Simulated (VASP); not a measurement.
# CoSi3 (Fm-3m) in VASP: single point with PBEsol

Aim: the single point of CoSi3 with PBEsol.

Program: VASP 6.6.1. These are calculated values, not measurements. Logs are shortened: lines on timing, memory, paths and dates and some standing lists are left out, and cuts for length are marked.

## 1. The cell of the first run

It takes space group Fm-3m (No. 225, cubic). Conventional cell: a = 6.371 Å, b = 6.371 Å, c = 6.371 Å, α = 90.00°, β = 90.00°, γ = 90.00°. Si (site symmetry -43m) has 10 Si at 2.76 to 3.19 Å and 4 Co at 2.76 Å within 3.6 Å. Si (site symmetry m-3m) has 8 Si at 2.76 Å and 6 Co at 3.19 Å within 3.6 Å. Within 3.6 Å of Co (site symmetry m-3m) lie 14 Si at 2.76 to 3.19 Å.

## 2. Single point, PBEsol, collinear spin, ferromagnetic start

File INCAR:

```
SYSTEM = CoSi3
PREC = Accurate
ENCUT = 520
EDIFF = 1E-6
ISMEAR = 0
SIGMA = 0.1
LREAL = .FALSE.
LASPH = .TRUE.
NELM = 150
ALGO = Normal
ISIF = 2
LWAVE = .FALSE.
LCHARG = .FALSE.
ISPIN = 2
MAGMOM = 0 0 0 2
LORBIT = 11
LMAXMIX = 4
GGA = PS
NBANDS = 22
```

File KPOINTS:

```
regular mesh
0
G
  12 12 12
  0 0 0
```

File POSCAR:

```
CoSi3
1.0
    0.0000000000      3.1854789205      3.1854789205
    3.1854789205      0.0000000000      3.1854789205
    3.1854789205      3.1854789205      0.0000000000
Si Co
3 1
Direct
    0.2500000000      0.2500000000      0.2500000000
    0.7500000000      0.7500000000      0.7500000000
    0.5000000000      0.5000000000      0.5000000000
    0.0000000000      0.0000000000      0.0000000000
```

Potentials or basis: VASP PAW PBE potentials, release 64 (Si, Co).

Launch:

```bash
> cat potpaw_PBE.64/Si/POTCAR potpaw_PBE.64/Co/POTCAR > POTCAR
> mpirun -np 1 vasp_std > vasp.out
```

OUTCAR:

```text
SYSTEM = CoSi3
   PREC = Accurate
   ENCUT = 520
   EDIFF = 1E-6
   ISMEAR = 0
   LREAL = .FALSE.
   LASPH = .TRUE.
   NELM = 150
   ISIF = 2
   ISPIN = 2
   LORBIT = 11
   GGA = PS

 ion  position               nearest neighbor table
   1  0.250  0.250  0.250-   4 2.76   4 2.76   4 2.76   3 2.76   4 2.76   3 2.76   3 2.76   3 2.76

   2  0.750  0.750  0.750-   3 2.76   3 2.76   3 2.76   3 2.76   4 2.76   4 2.76   4 2.76   4 2.76

   3  0.500  0.500  0.500-   1 2.76   1 2.76   1 2.76   1 2.76   2 2.76   2 2.76   2 2.76   2 2.76

   4  0.000  0.000  0.000-   2 2.76   2 2.76   2 2.76   1 2.76   2 2.76   1 2.76   1 2.76   1 2.76

  LATTYP: Found a face centered cubic cell.
 ALAT       =     6.3709578410

  Lattice vectors:

 A1 = (   0.0000000000,   3.1854789205,   3.1854789205)
 A2 = (   3.1854789205,   0.0000000000,   3.1854789205)
 A3 = (   3.1854789205,   3.1854789205,   0.0000000000)

Analysis of symmetry for initial positions (statically):
=====================================================================
 Subroutine PRICEL returns:
 Original cell was already a primitive cell.

 Routine SETGRP: Setting up the symmetry group for a
 face centered cubic supercell.

 Subroutine GETGRP returns: Found 48 space group operations
 (whereof 48 operations were pure point group operations)
 out of a pool of 48 trial point group operations.

The static configuration has the point symmetry O_h .

Analysis of symmetry for dynamics (positions and initial velocities):
=====================================================================
 Subroutine PRICEL returns:
 Original cell was already a primitive cell.

 Routine SETGRP: Setting up the symmetry group for a
 face centered cubic supercell.

 Subroutine GETGRP returns: Found 48 space group operations
 (whereof 48 operations were pure point group operations)
 out of a pool of 48 trial point group operations.

The dynamic configuration has the point symmetry O_h .

Analysis of structural, dynamic, and magnetic symmetry:
=====================================================================
 Subroutine PRICEL returns:
 Original cell was already a primitive cell.

 Routine SETGRP: Setting up the symmetry group for a
 face centered cubic supercell.

 Subroutine GETGRP returns: Found 48 space group operations
 (whereof 48 operations were pure point group operations)
 out of a pool of 48 trial point group operations.

The overall configuration has the point symmetry O_h .

 Subroutine INISYM returns: Found 48 space group operations
 (whereof 48 operations are pure point group operations),
[... 130 lines left out ...]
   LRPA    =     F    only Hartree local field effects (RPA)
 spin polarized calculation
 Gauss-broadening in eV      SIGMA  =   0.10
  energy-cutoff  :      520.00
  volume of cell :       64.65
 maximum number of plane-waves:      1807
 NGX is ok and might be reduce to    36
   NGX = 17   NGY = 17   NGZ = 17

 number of electron      21.0000000 magnetization      -0.0004071

 number of electron      21.0000000 magnetization       0.0049148

 Free energy of the ion-electron system (eV)
  ---------------------------------------------------
  ext. energy  EPLUGINS =         0.00000000
  ---------------------------------------------------
  free energy    TOTEN  =       -23.04979746 eV

  energy without entropy =      -23.03690243  energy(sigma->0) =      -23.04334994

 E-fermi :   7.8400     XC(G=0): -10.9596

 val. band max:        7.8330677978   @ k =   0.1667   0.0833   0.0000
 cond. band min:       7.8895154252   @ k =  -0.2500   0.3333   0.0833
 fundamental gap:      0.0564476274
 Fermi energy:         7.8400000543

 spin component 1

 k-point     1 :       0.0000    0.0000    0.0000
  band No.  band energies     occupation
      1      -4.4501      1.00000
      2       4.1882      1.00000
      3       4.6880      1.00000
      4       4.6880      1.00000
      5       4.6880      1.00000
      6       6.0813      1.00000
[... 589 lines left out ...]
     21      17.9909      0.00000
     22      19.0881      0.00000

 [... further k-points ...]

 spin component 2

 k-point     1 :       0.0000    0.0000    0.0000
  band No.  band energies     occupation
      1      -4.4509      1.00000
      2       4.1871      1.00000
      3       4.6899      1.00000
      4       4.6899      1.00000
      5       4.6899      1.00000
      6       6.0805      1.00000
[... 589 lines left out ...]
     21      17.9904      0.00000
     22      19.0869      0.00000

 [... further k-points ...]

------------------------ aborting loop because EDIFF is reached ----------------------------------------

  FORCE on cell =-STRESS in cart. coord.  units (eV):
  Direction    XX          YY          ZZ          XY          YZ          ZX
  --------------------------------------------------------------------------------------
  -------------------------------------------------------------------------------------
  Total       -8.5172652     -8.5172652     -8.5172652     -0.0000000     -0.0000000      0.0000000
  in kB     -211.0846013   -211.0846013   -211.0846013     -0.0000000     -0.0000000      0.0000000
  external PRESSURE =    -211.0846013 kB  Pullay stress =       0.0000000 kB

 VOLUME and BASIS-vectors are now :
 -----------------------------------------------------------------------------
  energy-cutoff  :      520.00
  volume of cell :       64.65
      direct lattice vectors                 reciprocal lattice vectors
     0.000000000  3.185478921  3.185478921    -0.156962269  0.156962269  0.156962269
     3.185478921  0.000000000  3.185478921     0.156962269 -0.156962269  0.156962269
     3.185478921  3.185478921  0.000000000     0.156962269  0.156962269 -0.156962269

 POSITION                                       TOTAL-FORCE (eV/Angst)
 -----------------------------------------------------------------------------------
      1.59274      1.59274      1.59274        -0.000000     -0.000000     -0.000000
      4.77822      4.77822      4.77822         0.000000      0.000000      0.000000
      3.18548      3.18548      3.18548        -0.000000      0.000000      0.000000
      0.00000      0.00000      0.00000        -0.000000      0.000000      0.000000
 -----------------------------------------------------------------------------------
    total drift:                               -0.000000      0.000000      0.000000

  FREE ENERGIE OF THE ION-ELECTRON SYSTEM (eV)
  ---------------------------------------------------
  free  energy   TOTEN  =       -23.0497974583 eV

  energy  without entropy=      -23.0369024304  energy(sigma->0) =      -23.04334994

 total charge

# of ion       s       p       d       tot
------------------------------------------
    1        0.846   0.640   0.000   1.486
    2        0.846   0.640   0.000   1.486
    3        0.881   0.612   0.000   1.493
    4        0.340   0.286   7.335   7.961
--------------------------------------------------
tot          2.914   2.177   7.335  12.426

 magnetization (x)

# of ion       s       p       d       tot
------------------------------------------
    1        0.000  -0.000   0.000  -0.000
    2        0.000  -0.000   0.000  -0.000
    3       -0.000  -0.000   0.000  -0.000
    4       -0.000  -0.000   0.008   0.008
--------------------------------------------------
tot         -0.000  -0.001   0.008   0.007
```

OSZICAR:

```text
N       E                     dE             d eps       ncg     rms          rms(c)
DAV:   1     0.706753764916E+02    0.70675E+02   -0.78616E+03  6344   0.842E+02
DAV:   2    -0.203162590085E+02   -0.90992E+02   -0.83916E+02  6798   0.179E+02
DAV:   3    -0.254450798515E+02   -0.51288E+01   -0.49700E+01  7946   0.441E+01
[... 16 lines left out ...]
DAV:  20    -0.230498208018E+02   -0.22049E-04   -0.13208E-04  7166   0.747E-02    0.617E-02
DAV:  21    -0.230497793688E+02    0.41433E-04   -0.85326E-04  7276   0.233E-01    0.465E-02
DAV:  22    -0.230497805240E+02   -0.11552E-05   -0.43916E-05  8694   0.467E-02    0.294E-02
DAV:  23    -0.230497935195E+02   -0.12995E-04   -0.21855E-04  7250   0.121E-01    0.125E-02
DAV:  24    -0.230497965079E+02   -0.29884E-05   -0.28642E-05  9624   0.322E-02    0.828E-03
DAV:  25    -0.230497974583E+02   -0.95036E-06   -0.74087E-06  4956   0.218E-02
   1 F= -.23049797E+02 E0= -.23043350E+02  d E =-.128950E-01  mag=     0.0027
```

stdout:

```text
POSCAR found type information on POSCAR SiCo
 POSCAR found :  2 types and       4 ions
 scaLAPACK will be used
 -----------------------------------------------------------------------------
|                                                                             |
|                                                                             |
|     You enforced a specific xc type in the INCAR file but a different       |
|     I HOPE YOU KNOW WHAT YOU ARE DOING!                                     |
|                                                                             |
 -----------------------------------------------------------------------------

 LDA part: xc-table for (Slater+PW92), standard interpolation
 POSCAR, INCAR and KPOINTS ok, starting setup
 FFT: planning ... GRIDC
 FFT: planning ... GRID_SOFT
 FFT: planning ... GRID
 WAVECAR not read
 entering main loop
```

Run time: 4.4 min. Hardware: 1 thread of Intel Xeon Platinum 8259CL at 2.50GHz (Skylake/Cascade Lake), shared host; peak memory 0.34 GiB.

What came out:

* Free energy: -23.0498 eV
* Pressure: -21.1 GPa
* Net moment: 0.00 μB per cell
* Valence electrons inside the program's atomic spheres: Si 1.49; Co 7.96

Caveat: the cell stands under tension; the PAW data sets were made with another functional, which shifts forces and pressure a little.
